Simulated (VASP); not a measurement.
LiNb16 (a cell with a defect), 17 atoms in the cell. The cell holds a defect, 17 atoms: a = 6.600 Å, b = 6.600 Å, c = 6.600 Å, α = 90.00°, β = 90.00°, γ = 90.00°. 

```yaml
Program: VASP 6.6.1
Task: single point
Functional: PBE
Potentials_or_basis: VASP PAW PBE potentials, release 64 (Nb_sv, Li_sv)
Cutoff: 520 eV
k_mesh: 2 × 2 × 2
Occupations: fermi-dirac, width 0.15 eV
Spin: no spin polarisation
Dipole_correction: no
Further_INCAR_settings: LREAL = Auto; ALGO = Normal; EDIFF = 1e-06; NBANDS = 120
```

Potentials or basis: VASP PAW PBE potentials, release 64 (Nb_sv, Li_sv).

The run is started by

```sh
$ cat potpaw_PBE.64/Nb_sv/POTCAR potpaw_PBE.64/Li_sv/POTCAR > POTCAR
$ mpirun -np 1 vasp_std > vasp.out
```

Hardware: 1 thread of Intel Xeon 8259CL, on a shared host.

Question: How long does it take, and how much memory?

Answer: Wall time 23 min on 1 thread of Intel Xeon 8259CL, on a shared host, peak memory 0.46 GiB. Counts: scf iterations 18, k points 8.
